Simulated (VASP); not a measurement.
Here is a VASP 6.6.1 calculation.

The input INCAR:

```
SYSTEM = SiTe2
ALGO     = Normal         ! electronic algorithm
EDIFF    = 1E-6           ! SCF threshold, eV
ENCUT    = 520            ! plane-wave cutoff, eV
GGA      = CA             ! functional
ISIF     = 2              ! what is computed and relaxed
ISMEAR   = -1             ! smearing method
LASPH    = .True.         ! aspherical terms in the spheres
LCHARG   = .False.        ! write CHGCAR
LREAL    = .False.        ! projectors in reciprocal space
LWAVE    = .False.        ! write WAVECAR
NBANDS   = 15             ! bands
NELM     = 100            ! most SCF steps
PREC     = Accurate       ! precision mode
SIGMA    = 0.01           ! smearing width, eV
```

KPOINTS

```
k-points
0
Gamma
  5 5 3
  0 0 0
```

File POSCAR:

```
SiTe2
1.0
    3.8504819194      0.0000000000      0.0000000000
   -1.9252409597      3.3346155984      0.0000000000
    0.0000000000      0.0000000000      7.1722425514
Si Te
1 2
Direct
    0.0000000000      0.0000000000      0.0000000000
    0.3333333333      0.6666666667      0.7734080000
    0.6666666667      0.3333333333      0.2265920000
```

Potentials or basis: VASP PAW LDA potentials, release 64 (Si, Te).

Launch:

```bash
$ cat potpaw_LDA.64/Si/POTCAR potpaw_LDA.64/Te/POTCAR > POTCAR
$ mpirun -np 1 vasp_std > vasp.out
```

Task: Estimate the pressure.

Result: -4.1 GPa.

Task: Estimate the band gap on the k mesh.

Result: Zero (band 8 reaches 5.01 eV, above the bottom of band 9 at 4.46 eV).

Forces on the atoms (eV/Å):
```
Si   0.000  0.000  0.000
Te   0.000  0.000  0.253
Te   0.000  0.000 -0.253
```

Caveat: the k points lie up to 0.38 Å⁻¹ apart; spin-orbit coupling is left out, which moves the levels of the heavy elements.
